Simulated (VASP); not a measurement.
# Be16B (a cell with a defect) in VASP: notebook, part 2 of 2

VASP 6.6.1.

**4. Single point, PBE**

Contents of INCAR:

```
PREC = Accurate
ENCUT = 520
EDIFF = 1E-6
ISMEAR = -1
SIGMA = 0.1
LREAL = Auto
LASPH = T
NELM = 60
ALGO = Normal
ISIF = 2
LWAVE = F
LCHARG = F
GGA = PE
NBANDS = 32
```

Contents of KPOINTS:

```
Automatic mesh
0
Gamma
  4 4 3
```

Contents of POSCAR:

```
Be16B
1.0
   -2.2900000000     -3.9663960000      0.0000000000
    3.4350000000     -1.9831980000      0.0000000000
    0.0000000000      0.0000000000      7.1768600000
Be B
16 1
Direct
    0.7822046684      0.5083221807      0.0013366570
    0.4646317006      0.3984688776      0.2294256820
    0.7101110210      0.5053759063      0.5111006763
    0.5085675832      0.3430951283      0.7447411542
    0.5370775571      0.0317914427      0.0068415714
    0.2400745640      0.9136042945      0.2537427231
    0.5008395974      0.0178322207      0.4914946091
    0.2615026397      0.8721479025      0.7431617727
    0.3030054113      0.5690044809     -0.0343541605
   -0.1611044567      0.2247294888      0.2777851317
    0.1884840384      0.4980746573      0.4483013463
    0.0116219962      0.3637677937      0.7358206792
    0.0338483158      0.0452688918      0.0071397519
    0.7996420455      0.7382944059      0.2648216630
   -0.0126979505     -0.0137308025      0.5148677834
    0.7523673658      0.8417299178      0.7579534783
    0.1035922652      0.4714032859      0.1697278476
```

Potentials or basis: VASP PAW PBE potentials, release 64 (Be, B).

Launch:

```console
> cat potpaw_PBE.64/Be/POTCAR potpaw_PBE.64/B/POTCAR > POTCAR
> mpirun -np 1 vasp_std > vasp.out
```

OUTCAR:

```text
PREC = Accurate
   ENCUT = 520
   EDIFF = 1E-6
   ISMEAR = -1
   LREAL = Auto
   LASPH = T
   NELM = 60
   ISIF = 2
   GGA = PE

 ion  position               nearest neighbor table
   1  0.782  0.508  0.001-  17 1.91  14 2.10  13 2.17  16 2.20   5 2.20   9 2.22   2 2.23  12 2.25
                            10 2.30   4 2.32   5 2.36
   2  0.465  0.398  0.229-  17 1.73  10 1.88  11 2.06  14 2.06   9 2.14   5 2.19   6 2.19   1 2.23
                             6 2.29   3 2.35
   3  0.710  0.505  0.511-   4 2.02  14 2.04  10 2.10   7 2.16  12 2.20  16 2.23  11 2.24   7 2.25
                            15 2.29   2 2.35
[... 1028 lines left out ...]
  Total        5.3856337      9.8610079      6.3572536      0.9820065      9.5162392     -0.7738515
  in kB       66.1837494    121.1813724     78.1239319     12.0678231    116.9445284     -9.5098171
  external PRESSURE =      88.4963512 kB  Pullay stress =       0.0000000 kB

 VOLUME and BASIS-vectors are now :
 -----------------------------------------------------------------------------
  energy-cutoff  :      520.00
  volume of cell :      130.38
      direct lattice vectors                 reciprocal lattice vectors
    -2.290000000 -3.966396000  0.000000000    -0.109170306 -0.189088533  0.000000000
     3.435000000 -1.983198000  0.000000000     0.218340611 -0.126059022  0.000000000
     0.000000000  0.000000000  7.176860000     0.000000000  0.000000000  0.139336702

 POSITION                                       TOTAL-FORCE (eV/Angst)
 -----------------------------------------------------------------------------------
     -0.04516     -4.11064      0.00959         0.018288      0.007277     -0.016163
      0.30473     -2.63316      1.64656        -0.008338     -0.018888      0.011323
      0.10981     -3.81884      3.66810         0.007037      0.006344      0.002686
      0.01391     -2.69761      5.34490        -0.003690      0.014280      0.001395
     -1.12070     -2.19331      0.04910         0.001556     -0.006716      0.009011
      2.58846     -2.76409      1.82108         0.003503     -0.010181      0.002996
[... 9 lines left out ...]
      1.16842     -4.65350      5.43973         0.000883     -0.007186     -0.001310
      1.38204     -1.34577      1.21811         0.007688      0.000761     -0.004235
 -----------------------------------------------------------------------------------
    total drift:                                0.001178     -0.000153      0.000762

  FREE ENERGIE OF THE ION-ELECTRON SYSTEM (eV)
  ---------------------------------------------------
  free  energy   TOTEN  =       -63.5211802226 eV

  energy  without entropy=      -63.4532471034  energy(sigma->0) =      -63.48721366
```

OSZICAR:

```text
N       E                     dE             d eps       ncg     rms          rms(c)
DAV:   1     0.456740817853E+02    0.45674E+02   -0.13645E+04  1664   0.931E+02
DAV:   2    -0.611123623699E+02   -0.10679E+03   -0.99381E+02  2176   0.179E+02
DAV:   3    -0.661674942361E+02   -0.50551E+01   -0.49564E+01  2208   0.327E+01
DAV:   4    -0.662243984585E+02   -0.56904E-01   -0.56786E-01  2112   0.402E+00
DAV:   5    -0.662249295352E+02   -0.53108E-03   -0.53101E-03  2136   0.352E-01    0.654E+00
DAV:   6    -0.636640857524E+02    0.25608E+01   -0.41252E+00  1944   0.113E+01    0.289E+00
DAV:   7    -0.635818794923E+02    0.82206E-01   -0.20329E+00  2072   0.613E+00    0.175E+00
DAV:   8    -0.635361011875E+02    0.45778E-01   -0.72548E-02  2136   0.164E+00    0.958E-01
DAV:   9    -0.635215569533E+02    0.14544E-01   -0.20015E-02  2120   0.798E-01    0.136E-01
DAV:  10    -0.635211823727E+02    0.37458E-03   -0.14804E-03  2072   0.188E-01    0.469E-02
DAV:  11    -0.635211768547E+02    0.55180E-05   -0.22495E-04  2144   0.712E-02    0.126E-02
DAV:  12    -0.635211777433E+02   -0.88856E-06   -0.12824E-05  2048   0.181E-02    0.445E-03
DAV:  13    -0.635211797146E+02   -0.19714E-05   -0.18868E-06  1656   0.666E-03    0.111E-03
DAV:  14    -0.635211802226E+02   -0.50798E-06   -0.13587E-07  1384   0.192E-03
   1 F= -.63521180E+02 E0= -.63487214E+02  d E =-.679331E-01
```

stdout:

```text
POSCAR found type information on POSCAR BeB
 POSCAR found :  2 types and      17 ions
 scaLAPACK will be used
 LDA part: xc-table for (Slater+PW92), standard interpolation
 POSCAR, INCAR and KPOINTS ok, starting setup
 FFT: planning ... GRIDC
 FFT: planning ... GRID_SOFT
 FFT: planning ... GRID
 WAVECAR not read
 entering main loop
```

It took 97 s on 1 thread of AMD EPYC 9R14 (Zen 4), shared host; peak memory 0.22 GiB.

What came out:

```
Free energy   : -63.5212 eV
Pressure      : 8.8 GPa
Largest force : 0.025 eV/Å
```

Forces on the atoms (eV/Å):
```
Be   0.018  0.007 -0.016
Be  -0.008 -0.019  0.011
Be   0.007  0.006  0.003
Be  -0.004  0.014  0.001
Be   0.002 -0.007  0.009
Be   0.004 -0.010  0.003
Be   0.000  0.004  0.004
Be  -0.007  0.012 -0.009
Be   0.001 -0.013 -0.010
Be  -0.012  0.015  0.000
Be   0.000 -0.009  0.013
Be  -0.015  0.004  0.004
Be  -0.018  0.005 -0.014
Be   0.021 -0.003 -0.002
Be   0.003 -0.001  0.010
Be   0.001 -0.007 -0.001
B    0.008  0.001 -0.004
```

Stress tensor (GPa, compression positive):
```
 6.62  1.21 -0.95
 1.21 12.12 11.69
-0.95 11.69  7.81
```

Levels at points of the mesh, in eV from the Fermi level:
| k point | band 13 | band 14 | band 15 | band 16 | band 17 | band 18 | band 19 | band 20 | band 21 | band 22 |
| --- | --- | --- | --- | --- | --- | --- | --- | --- | --- | --- |
| (0.00, 0.00, 0.00) | -3.90 | -3.45 | -2.11 | -1.09 | -0.37 | 0.49 | 0.74 | 1.10 | 1.64 | 1.94 |
| (0.50, 0.00, 0.00) | -2.43 | -2.31 | -1.98 | -1.74 | -1.32 | -1.07 | 0.25 | 0.40 | 0.85 | 1.03 |
| (0.00, 0.50, 0.00) | -3.53 | -3.24 | -2.93 | -2.57 | -2.08 | 0.02 | 0.29 | 0.74 | 1.05 | 1.35 |
| (0.50, 0.50, 0.00) | -1.99 | -1.92 | -1.23 | -0.60 | -0.38 | 0.75 | 0.81 | 1.24 | 1.54 | 2.91 |

Caveat: the k points lie up to 0.40 Å⁻¹ apart.
